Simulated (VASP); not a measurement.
Here is a VASP 6.6.1 calculation.

The input INCAR:

```
SYSTEM = KBr
  PREC = Accurate
  ENCUT = 520
  EDIFF = 1E-6
  ISMEAR = 0
  SIGMA = 0.05
  LREAL = .False.
  LASPH = .True.
  NELM = 60
  ALGO = Normal
  ISIF = 2
  LWAVE = .False.
  LCHARG = .True.
  LELF = .True.
  LVHAR = .True.
  NBANDS = 24
```

File KPOINTS:

```
regular mesh
0
Gamma
  6 6 4
  0 0 0
```

The input POSCAR:

```
KBr
1.0
    3.7982230815      0.0000000000      0.0000000000
    0.0000000000      3.7982230815      0.0000000000
    0.0000000000      0.0000000000      7.5964461630
K Br
2 2
Direct
    0.0000000000      0.0000000000      0.0000000000
    0.0000000000      0.0000000000      0.5000000000
    0.5000000000      0.5000000000      0.2500000000
    0.5000000000      0.5000000000      0.7500000000
```

Potentials or basis: VASP PAW LDA potentials, release 64 (K_sv, Br).

Run with:

```console
$ cat potpaw_LDA.64/K_sv/POTCAR potpaw_LDA.64/Br/POTCAR > POTCAR
$ mpirun -np 1 vasp_std > vasp.out
```

(1) What does it give for the pressure?

(2) What does it give for the band gap on the k mesh?

Answers

(1) 0.7 GPa.

(2) 4.14 eV.
